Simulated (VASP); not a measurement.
# Mg15ZnO16 (a cell with a defect) in VASP: single point with PBEsol

Aim: the single point of Mg15ZnO16 (a cell with a defect) with PBEsol.

Everything below comes from runs of VASP 6.6.1. Logs are shortened: lines on timing, memory, paths and dates and some standing lists are left out, and cuts for length are marked.

## 1. The cell of the first run

The cell holds a defect, 32 atoms: a = 7.299 Å, b = 7.299 Å, c = 7.299 Å, α = 109.47°, β = 109.47°, γ = 109.47°.

## 2. Single point, PBEsol

INCAR

```
  PREC = Accurate
  ENCUT = 520
  EDIFF = 1E-6
  ISMEAR = 0
  SIGMA = 0.02
  LREAL = Auto
  LASPH = T
  NELM = 100
  ALGO = Normal
  ISIF = 2
  LWAVE = F
  LCHARG = F
  GGA = PS
  NBANDS = 91
```

KPOINTS

```
Automatic mesh
0
Gamma
  2 2 2
  0.5 0.5 0.5
```

POSCAR

```
Mg15ZnO16
1.0
    4.2140464123      4.2140464123      4.2140464123
   -4.2140464123     -4.2140464123      4.2140464123
    4.2140464123     -4.2140464123     -4.2140464123
Zn Mg O
1 15 16
Direct
    0.7500000000      0.2500000000      0.0000000000
   -0.0001495792      0.0001495792      0.0000000000
    0.7500000000      0.4998504208      0.7501495792
   -0.0001495792      0.2500000000      0.7501495792
    0.2502991583      0.0001495792      0.7501495792
    0.2500000000      0.7500000000      0.0000000000
    0.5001495792      0.4998504208      0.0000000000
    0.7500000000      0.0001495792      0.2498504208
    0.7500000000      0.7500000000      0.5000000000
   -0.0001495792      0.4998504208      0.4997008417
    0.2500000000      0.2500000000      0.5000000000
    0.5001495792      0.0001495792      0.5002991583
    0.5001495792      0.7502991583      0.7501495792
   -0.0001495792      0.7497008417      0.2498504208
    0.2497008417      0.4998504208      0.2498504208
    0.5001495792      0.2500000000      0.2498504208
    0.4974204405      0.2500000000      0.7474204405
    0.7500000000     -0.0025795595      0.7474204405
    0.5000000000      0.5000000000      0.5000000000
    0.7500000000      0.2500000000      0.5000000000
    0.0000000000      0.0000000000      0.5000000000
    0.0000000000      0.7500000000      0.7500000000
    0.2500000000      0.5000000000      0.7500000000
    0.4974204405     -0.0025795595      0.0000000000
    0.5000000000      0.7500000000      0.2500000000
    0.7500000000      0.5025795595      0.2525795595
    0.0025795595      0.2500000000      0.2525795595
    0.2500000000      0.0000000000      0.2500000000
    0.2500000000      0.7500000000      0.5000000000
    0.7500000000      0.7500000000      0.0000000000
    0.0025795595      0.5025795595      0.0000000000
    0.2500000000      0.2500000000      0.0000000000
```

Potentials or basis: VASP PAW PBE potentials, release 64 (Zn, Mg, O).

On the command line:

```console
$ cat potpaw_PBE.64/Zn/POTCAR potpaw_PBE.64/Mg/POTCAR potpaw_PBE.64/O/POTCAR > POTCAR
$ mpirun -np 1 vasp_std > vasp.out
```

OUTCAR:

```text
PREC = Accurate
   ENCUT = 520
   EDIFF = 1E-6
   ISMEAR = 0
   LREAL = Auto
   LASPH = T
   NELM = 100
   ISIF = 2
   GGA = PS

 ion  position               nearest neighbor table
   1  0.750  0.250  0.000-  17 2.13  18 2.13  24 2.13  26 2.13  27 2.13  31 2.13   2 2.98   3 2.98
                             4 2.98   7 2.98   8 2.98  16 2.98  10 2.98  12 2.98  13 2.98  14 2.98
   2  1.000  0.000  0.000-  18 2.11  27 2.11  30 2.11  32 2.11  22 2.11  28 2.11  13 2.98  15 2.98
                             8 2.98   1 2.98   4 2.98  11 2.98   9 2.98   6 2.98   5 2.98  14 2.98
   3  0.750  0.500  0.750-  17 2.11  31 2.11  30 2.11  20 2.11  19 2.11  22 2.11  12 2.98  14 2.98
                             7 2.98   1 2.98   4 2.98   6 2.98  11 2.98   9 2.98  10 2.98  13 2.98
   4  1.000  0.250  0.750-  18 2.11  31 2.11  20 2.11  32 2.11  21 2.11  23 2.11  12 2.98  15 2.98
                             3 2.98   1 2.98   2 2.98   6 2.98   9 2.98  11 2.98   5 2.98  10 2.98
   5  0.250  0.000  0.750-  17 2.11  24 2.11  32 2.11  29 2.11  22 2.11  21 2.11   7 2.98  16 2.98
                             1 2.98  13 2.98  12 2.98  11 2.98   6 2.98   9 2.98   4 2.98   2 2.98
   6  0.250  0.750  0.000-  24 2.09  31 2.09  22 2.11  25 2.11  28 2.11  23 2.11  14 2.98  15 2.98
                             5 2.98  13 2.98   8 2.98  16 2.98   4 2.98   3 2.98  12 2.98  10 2.98
   7  0.500  0.500  0.000-  17 2.11  26 2.11  30 2.11  32 2.11  25 2.11  23 2.11   5 2.98  14 2.98
                             1 2.98   3 2.98  16 2.98   9 2.98  11 2.98   6 2.98  13 2.98  15 2.98
   8  0.750  0.000  0.250-  24 2.11  27 2.11  20 2.11  30 2.11  21 2.11  25 2.11  10 2.98  13 2.98
                             1 2.98   2 2.98  16 2.98  11 2.98   6 2.98   9 2.98  12 2.98  14 2.98
   9  0.750  0.750  0.500-  18 2.09  26 2.09  21 2.11  22 2.11  25 2.11  19 2.11  13 2.98  14 2.98
[... 17 lines left out ...]
  19  0.500  0.500  0.500-   9 2.11  11 2.11  13 2.11  15 2.11   3 2.11  16 2.11
  20  0.750  0.250  0.500-  10 2.11  12 2.11   8 2.11   3 2.11   4 2.11  16 2.11
  21  0.000  0.000  0.500-   9 2.11  11 2.11   5 2.11  14 2.11   8 2.11   4 2.11
  22  0.000  0.750  0.750-   6 2.11   9 2.11   5 2.11  10 2.11   2 2.11   3 2.11
[... 8 lines left out ...]
  31  0.003  0.503  0.000-   6 2.09   4 2.11   3 2.11  14 2.11  15 2.11   1 2.13
  32  0.250  0.250  0.000-   5 2.11  15 2.11   2 2.11   7 2.11   4 2.11  16 2.11

  LATTYP: Found a body centered cubic cell.
 ALAT       =     8.4280928246

  Lattice vectors:

 A1 = (   4.2140464123,   4.2140464123,   4.2140464123)
 A2 = (  -4.2140464123,  -4.2140464123,   4.2140464123)
 A3 = (   4.2140464123,  -4.2140464123,  -4.2140464123)

Analysis of symmetry for initial positions (statically):
=====================================================================
 Subroutine PRICEL returns:
 Original cell was already a primitive cell.

 Routine SETGRP: Setting up the symmetry group for a
 body centered cubic supercell.

 Subroutine GETGRP returns: Found 48 space group operations
 (whereof  4 operations were pure point group operations)
 out of a pool of 48 trial point group operations.

The static configuration has the point symmetry C_2v.
 The point group associated with its full space group is O_h .

Analysis of symmetry for dynamics (positions and initial velocities):
=====================================================================
 Subroutine PRICEL returns:
 Original cell was already a primitive cell.

 Routine SETGRP: Setting up the symmetry group for a
 body centered cubic supercell.

 Subroutine GETGRP returns: Found 48 space group operations
 (whereof  4 operations were pure point group operations)
 out of a pool of 48 trial point group operations.

The dynamic configuration has the point symmetry C_2v.
 The point group associated with its full space group is O_h .

 Subroutine INISYM returns: Found 48 space group operations
 (whereof  4 operations are pure point group operations),
 and found     1 'primitive' translations

----------------------------------------------------------------------------------------

                                     Primitive cell

  volume of cell :     299.3353

  direct lattice vectors                    reciprocal lattice vectors
     4.214046412  4.214046412  4.214046412     0.118650805  0.000000000  0.118650805
    -4.214046412 -4.214046412  4.214046412     0.000000000 -0.118650805  0.118650805
     4.214046412 -4.214046412 -4.214046412     0.118650805 -0.118650805  0.000000000

  length of vectors
     7.298942492  7.298942492  7.298942492     0.167797578  0.167797578  0.167797578

  position of ions in fractional coordinates (direct lattice)
     0.750000000  0.250000000  0.000000000
     0.999850421  0.000149579  0.000000000
     0.750000000  0.499850421  0.750149579
     0.999850421  0.250000000  0.750149579
[... 78 lines left out ...]

  Length of vectors
     0.083898789  0.083898789  0.083898789

  Shift w.r.t. Gamma in fractional coordinates (k-lattice)
     0.500000000  0.500000000  0.500000000

 Subroutine IBZKPT returns following result:
 ===========================================

 Found      2 irreducible k-points:

 Following reciprocal coordinates:
            Coordinates               Weight
  0.250000  0.250000  0.250000      2.000000
 -0.250000  0.250000  0.250000      6.000000
   k-points           NKPTS =      2   k-points in BZ     NKDIM =      2   number of bands    NBANDS=     91
   number of dos      NEDOS =    301   number of ions     NIONS =     32
   total plane-waves  NPLWV = 157464
   dimension x,y,z NGX =    54 NGY =   54 NGZ =   54
   dimension x,y,z NGXF=   108 NGYF=  108 NGZF=  108
   ions per type =               1  15  16
   NGX,Y,Z   is equivalent  to a cutoff of  12.30, 12.30, 12.30 a.u.
   NGXF,Y,Z  is equivalent  to a cutoff of  24.60, 24.60, 24.60 a.u.
 SYSTEM =  unknown system
   PREC   = accura    normal or accurate (medium, high low for compatibility)
   ISTART =      0    job   : 0-new  1-cont  2-samecut
   ICHARG =      2    charge: 1-file 2-atom 10-const
   ISPIN  =      1    spin polarized calculation?
   LNONCOLLINEAR =      F non collinear calculations
   LSORBIT =      F    spin-orbit coupling
   LASPH  =      T    aspherical Exc in radial PAW
   ENCUT  =  520.0 eV  38.22 Ry    6.18 a.u.  13.57 13.57 13.57*2*pi/ulx,y,z
   NELM   =    100;   NELMIN=  2; NELMDL= -5     # of ELM steps
   EDIFF  = 0.1E-05   stopping-criterion for ELM
   LREAL  =      T    real-space projection
   EDIFFG = 0.1E-04   stopping-criterion for IOM
   NSW    =      0    number of steps for IOM
   IBRION =     -1    ionic relax: 0-MD 1-quasi-New 2-CG
   NFREE  =      0    steps in history (QN), initial steepest desc. (CG)
   ISIF   =      2    stress and relaxation
   ISYM   =      2    0-nonsym 1-usesym 2-fastsym
   POTIM  = 0.5000    time-step for ionic-motion
   TEBEG  =    0.0;   TEEND  =   0.0 temperature during run
   PSTRESS=    0.0 pullay stress
   NELECT =     138.0000    total number of electrons
   NUPDOWN=      -1.0000    fix difference up-down
   EMIN   =  10.00;   EMAX   =-10.00  energy-range for DOS
   EFERMI =   0.00;   METHOD = LEGACY
   ISMEAR =     0;   SIGMA  =   0.02  broadening in eV -4-tet -1-fermi 0-gaus
   EFERMI_NEDOS =   21; number of points for ismear=-14 and -15
   IALGO  =     38    algorithm
   IMIX   =      4    mixing-type and parameters
     AMIX     =   0.40;   BMIX     =  1.00
     AMIX_MAG =   1.60;   BMIX_MAG =  1.00
  volume/ion in A,a.u.               =       9.35        63.13
  Fermi-wavevector in a.u.,A,eV,Ry     =   1.264684  2.389905 21.761492  1.599425
  Thomas-Fermi vector in A             =   2.397976
   LORBIT       =      0    0 simple, 1 ext, 2 COOP (PROOUT), +10 PAW based schemes
   GGA     = PS    functional components
   LHFCALC =     F    Hartree Fock is set to
   AEXX    =    0.0000 exact exchange contribution
   IVDW    =     0    specifies the selected vdW correction
   LEPSILON=     F    determine dielectric tensor
   LRPA    =     F    only Hartree local field effects (RPA)
 non-spin polarized calculation
 Gauss-broadening in eV      SIGMA  =   0.02
  energy-cutoff  :      520.00
  volume of cell :      299.34
 maximum number of plane-waves:      8088
 NGX is ok and might be reduce to    54
   NGX = 27   NGY = 27   NGZ = 27

 number of electron     138.0000068 magnetization

 Free energy of the ion-electron system (eV)
  ---------------------------------------------------
  ext. energy  EPLUGINS =         0.00000000
  ---------------------------------------------------
  free energy    TOTEN  =      -197.23585027 eV

  energy without entropy =     -197.23585027  energy(sigma->0) =     -197.23585027

 E-fermi :   3.1801     XC(G=0): -11.3980

 val. band max:        3.0859638587   @ k =   0.2500   0.2500   0.2500
 cond. band min:       8.5036762354   @ k =  -0.2500   0.2500   0.2500
 fundamental gap:      5.4177123768
 Fermi energy:         3.1801108663

 k-point     1 :       0.2500    0.2500    0.2500
  band No.  band energies     occupation
      1     -13.7208      2.00000
      2     -13.6320      2.00000
      3     -13.6320      2.00000
      4     -13.6320      2.00000
      5     -12.9194      2.00000
      6     -12.9194      2.00000
[... 73 lines left out ...]
     80      12.5798      0.00000
     81      12.6058      0.00000

 k-point     2 :      -0.2500    0.2500    0.2500
  band No.  band energies     occupation
      1     -14.0393      2.00000
      2     -13.3975      2.00000
      3     -13.3279      2.00000
      4     -13.3279      2.00000
      5     -13.3274      2.00000
      6     -13.0146      2.00000
[... 73 lines left out ...]
     80      12.5954      0.00000
     81      12.9144      0.00000
 [bands above 81 left out]

------------------------ aborting loop because EDIFF is reached ----------------------------------------

  FORCE on cell =-STRESS in cart. coord.  units (eV):
  Direction    XX          YY          ZZ          XY          YZ          ZX
  --------------------------------------------------------------------------------------
  -------------------------------------------------------------------------------------
  Total       -0.0487705     -0.0487705     -0.0487705     -0.0000000     -0.0000000     -0.0000000
  in kB       -0.2610416     -0.2610416     -0.2610416     -0.0000000     -0.0000000     -0.0000000
  external PRESSURE =      -0.2610416 kB  Pullay stress =       0.0000000 kB

 VOLUME and BASIS-vectors are now :
 -----------------------------------------------------------------------------
  energy-cutoff  :      520.00
  volume of cell :      299.34
      direct lattice vectors                 reciprocal lattice vectors
     4.214046412  4.214046412  4.214046412     0.118650805  0.000000000  0.118650805
    -4.214046412 -4.214046412  4.214046412     0.000000000 -0.118650805  0.118650805
     4.214046412 -4.214046412 -4.214046412     0.118650805 -0.118650805  0.000000000

 POSITION                                       TOTAL-FORCE (eV/Angst)
 -----------------------------------------------------------------------------------
      2.10702      2.10702      4.21405         0.000000     -0.000000     -0.000000
      4.21279      4.21279      4.21405         0.005818      0.005818     -0.000000
      4.21531     -2.10702      2.10576        -0.005818     -0.000000      0.005818
      6.32107     -0.00126      2.10576         0.000000      0.005818      0.005818
      4.21531     -2.10702     -2.10576        -0.005818     -0.000000     -0.005818
     -2.10702     -2.10702      4.21405         0.000000     -0.000000     -0.000000
[... 24 lines left out ...]
     -2.10702     -2.10702      2.12876         0.000000     -0.000000      0.049132
      0.00000      0.00000      2.10702         0.000000     -0.000000     -0.000000
 -----------------------------------------------------------------------------------
    total drift:                               -0.000000     -0.000000      0.000000

  FREE ENERGIE OF THE ION-ELECTRON SYSTEM (eV)
  ---------------------------------------------------
  free  energy   TOTEN  =      -197.2358502655 eV

  energy  without entropy=     -197.2358502655  energy(sigma->0) =     -197.23585027
```

Wall time 4.4 min (1 thread of AMD EPYC 7R13 (Zen 3), shared host); peak memory 0.37 GiB.

Results:

* Free energy: -197.2359 eV
* Pressure: 0.0 GPa
* Largest force: 0.049 eV/Å
* Band gap on the k mesh: 5.42 eV

Forces in eV/Å, atoms in the order of the input:
```
Zn   0.000  0.000  0.000
Mg   0.006  0.006  0.000
Mg  -0.006  0.000  0.006
Mg   0.000  0.006  0.006
Mg  -0.006  0.000 -0.006
Mg   0.000  0.000  0.000
Mg  -0.006 -0.006  0.000
Mg   0.006  0.000 -0.006
Mg   0.000  0.000  0.000
Mg   0.006 -0.006  0.000
Mg   0.000  0.000  0.000
Mg  -0.006  0.006  0.000
Mg   0.000  0.006 -0.006
Mg   0.000 -0.006  0.006
Mg   0.006  0.000  0.006
Mg   0.000 -0.006 -0.006
O   -0.049  0.000  0.000
O    0.000  0.049  0.000
O    0.000  0.000  0.000
O    0.000  0.000  0.000
O    0.000  0.000  0.000
O    0.000  0.000  0.000
O    0.000  0.000  0.000
O    0.000  0.000 -0.049
O    0.000  0.000  0.000
O    0.000 -0.049  0.000
O    0.049  0.000  0.000
O    0.000  0.000  0.000
O    0.000  0.000  0.000
O    0.000  0.000  0.000
O    0.000  0.000  0.049
O    0.000  0.000  0.000
```

Caveat: the PAW data sets were made with another functional, which shifts forces and pressure a little.
